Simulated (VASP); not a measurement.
# CaO (Pm-3m) in VASP: a series of runs, part 2 of 2

VASP 6.6.1. Earlier steps stand in the parts before.

### Step 3. Single point, r2SCAN (strain +5.4%)

Input file POSCAR:

```
CaO
1.0
    3.0611435324      0.0000000000      0.0000000000
    0.0000000000      3.0611435324      0.0000000000
    0.0000000000      0.0000000000      3.0611435324
Ca O
1 1
Direct
    0.0000000000      0.0000000000      0.0000000000
    0.5000000000      0.5000000000      0.5000000000
```

Input file INCAR.step1:

```
SYSTEM = CaO
PREC = Accurate ; ENCUT = 520
ISMEAR = 0 ; SIGMA = 0.01
LREAL = .False. ; LASPH = .True.
NELM = 80 ; NBANDS = 15
GGA = PE ; ALGO = Normal
EDIFF = 1E-4 ; LWAVE = .True.
LCHARG = .False.
```

Input file INCAR.step2:

```
SYSTEM = CaO
PREC = Accurate ; ENCUT = 520
EDIFF = 1E-7 ; ISMEAR = 0
SIGMA = 0.01 ; LREAL = .False.
LASPH = .True. ; NELM = 80
ALGO = Normal ; ISIF = 2
LWAVE = .False. ; LCHARG = .False.
METAGGA = R2SCAN ; LMIXTAU = .True.
NBANDS = 15 ; ISTART = 1
```

Input file KPOINTS:

```
regular mesh
0
Gamma
  8 8 8
  0 0 0
```

Potentials or basis: VASP PAW PBE potentials, release 64 (Ca_sv, O).

On the command line:

```
$ cat potpaw_PBE.64/Ca_sv/POTCAR potpaw_PBE.64/O/POTCAR > POTCAR
$ cp INCAR.step1 INCAR
$ mpirun -np 1 vasp_std > vasp.out
$ cp INCAR.step2 INCAR
$ mpirun -np 1 vasp_std > vasp.out
```

OUTCAR:

```text
SYSTEM = CaO
   PREC = Accurate
   ENCUT = 520
   EDIFF = 1E-7
   ISMEAR = 0
   LREAL = .False.
   LASPH = .True.
   NELM = 80
   ISIF = 2
   METAGGA = R2SCAN
   ISTART = 1

 ion  position               nearest neighbor table
   1  0.000  0.000  0.000-
   2  0.500  0.500  0.500-

  LATTYP: Found a simple cubic cell.
 ALAT       =     3.0611435324

  Lattice vectors:

 A1 = (   3.0611435324,   0.0000000000,   0.0000000000)
 A2 = (   0.0000000000,   3.0611435324,   0.0000000000)
 A3 = (   0.0000000000,   0.0000000000,   3.0611435324)

Analysis of symmetry for initial positions (statically):
=====================================================================
 Subroutine PRICEL returns:
 Original cell was already a primitive cell.

 Routine SETGRP: Setting up the symmetry group for a
 simple cubic supercell.

 Subroutine GETGRP returns: Found 48 space group operations
 (whereof 48 operations were pure point group operations)
 out of a pool of 48 trial point group operations.

The static configuration has the point symmetry O_h .

Analysis of symmetry for dynamics (positions and initial velocities):
=====================================================================
 Subroutine PRICEL returns:
 Original cell was already a primitive cell.

 Routine SETGRP: Setting up the symmetry group for a
 simple cubic supercell.

 Subroutine GETGRP returns: Found 48 space group operations
 (whereof 48 operations were pure point group operations)
 out of a pool of 48 trial point group operations.

The dynamic configuration has the point symmetry O_h .

 Subroutine INISYM returns: Found 48 space group operations
 (whereof 48 operations are pure point group operations),
 and found     1 'primitive' translations

----------------------------------------------------------------------------------------

                                     Primitive cell
[... 114 lines left out ...]
  Thomas-Fermi vector in A             =   2.475347
   LORBIT       =      0    0 simple, 1 ext, 2 COOP (PROOUT), +10 PAW based schemes
   METAGGA = R2SCAN    functional components
   LHFCALC =     F    Hartree Fock is set to
   AEXX    =    0.0000 exact exchange contribution
   IVDW    =     0    specifies the selected vdW correction
   LEPSILON=     F    determine dielectric tensor
   LRPA    =     F    only Hartree local field effects (RPA)
 non-spin polarized calculation
 Gauss-broadening in eV      SIGMA  =   0.01
  energy-cutoff  :      520.00
  volume of cell :       28.68
 maximum number of plane-waves:       804
 NGX is ok and might be reduce to    24
   NGX = 11   NGY = 11   NGZ = 11

 number of electron      16.0000007 magnetization

 Free energy of the ion-electron system (eV)
  ---------------------------------------------------
  ext. energy  EPLUGINS =         0.00000000
  ---------------------------------------------------
  free energy    TOTEN  =       -18.32256047 eV

  energy without entropy =      -18.32256047  energy(sigma->0) =      -18.32256047

 E-fermi :   2.9432     XC(G=0): -11.0285

 val. band max:        2.8907417908   @ k =   0.5000   0.5000   0.0000
 cond. band min:       6.1619582151   @ k =   0.0000   0.0000   0.0000
 fundamental gap:      3.2712164243
 Fermi energy:         2.9432474194

 k-point     1 :       0.0000    0.0000    0.0000
  band No.  band energies     occupation
      1     -38.3955      2.00000
      2     -18.1602      2.00000
      3     -18.1602      2.00000
      4     -18.1602      2.00000
      5     -14.0688      2.00000
      6       2.5755      2.00000
      7       2.5755      2.00000
      8       2.5755      2.00000
      9       6.1620      0.00000
     10       6.1620      0.00000
     11       7.2728      0.00000
     12      11.0118      0.00000
     13      11.0118      0.00000
     14      11.0118      0.00000
[... 401 lines left out ...]
      2     -18.7846      2.00000
      3     -18.6495      2.00000
      4     -18.1282      2.00000
      5     -13.4485      2.00000
      6       0.6227      2.00000
      7       0.9532      2.00000
      8       2.3037      2.00000
      9       7.6234      0.00000
     10       8.3643      0.00000
     11       9.7263      0.00000
     12       9.8302      0.00000
     13      11.4406      0.00000
     14      15.3911      0.00000
     15      15.5698      0.00000

 [... further k-points ...]
[... 5 lines left out ...]
  --------------------------------------------------------------------------------------
  -------------------------------------------------------------------------------------
  Total       -2.3694972     -2.3694972     -2.3694972     -0.0000000     -0.0000000     -0.0000000
  in kB     -132.3474879   -132.3474879   -132.3474879     -0.0000000     -0.0000000     -0.0000000
  external PRESSURE =    -132.3474879 kB  Pullay stress =       0.0000000 kB

 VOLUME and BASIS-vectors are now :
 -----------------------------------------------------------------------------
  energy-cutoff  :      520.00
  volume of cell :       28.68
      direct lattice vectors                 reciprocal lattice vectors
     3.061143532  0.000000000  0.000000000     0.326675306  0.000000000  0.000000000
     0.000000000  3.061143532  0.000000000     0.000000000  0.326675306  0.000000000
     0.000000000  0.000000000  3.061143532     0.000000000  0.000000000  0.326675306

 POSITION                                       TOTAL-FORCE (eV/Angst)
 -----------------------------------------------------------------------------------
      0.00000      0.00000      0.00000         0.000000      0.000000      0.000000
      1.53057      1.53057      1.53057         0.000000      0.000000      0.000000
 -----------------------------------------------------------------------------------
    total drift:                                0.000000      0.000000     -0.000000

  FREE ENERGIE OF THE ION-ELECTRON SYSTEM (eV)
  ---------------------------------------------------
  free  energy   TOTEN  =       -18.3225604691 eV

  energy  without entropy=      -18.3225604691  energy(sigma->0) =      -18.32256047
```

OUTCAR.step1:

```text
SYSTEM = CaO
   PREC = Accurate
   ENCUT = 520
   ISMEAR = 0
   LREAL = .False.
   LASPH = .True.
[... 654 lines left out ...]
      0.00000      0.00000      0.00000         0.000000      0.000000      0.000000
      1.53057      1.53057      1.53057         0.000000      0.000000      0.000000
 -----------------------------------------------------------------------------------
    total drift:                                0.000000      0.000000     -0.000000

  FREE ENERGIE OF THE ION-ELECTRON SYSTEM (eV)
  ---------------------------------------------------
  free  energy   TOTEN  =       -11.7157469618 eV

  energy  without entropy=      -11.7157469618  energy(sigma->0) =      -11.71574696
```

It took 37 s on 1 thread of AMD EPYC 9R14 (Zen 4), shared host; peak memory 0.12 GiB.

What came out:

```
Free energy            : -18.3226 eV
Pressure               : -13.2 GPa
Band gap on the k mesh : 3.27 eV, indirect (least direct gap 3.59 eV)
```

Caveat: the cell differs from its parent crystal (strain +5.4%); the PAW data sets were made with another functional, which shifts forces and pressure a little.
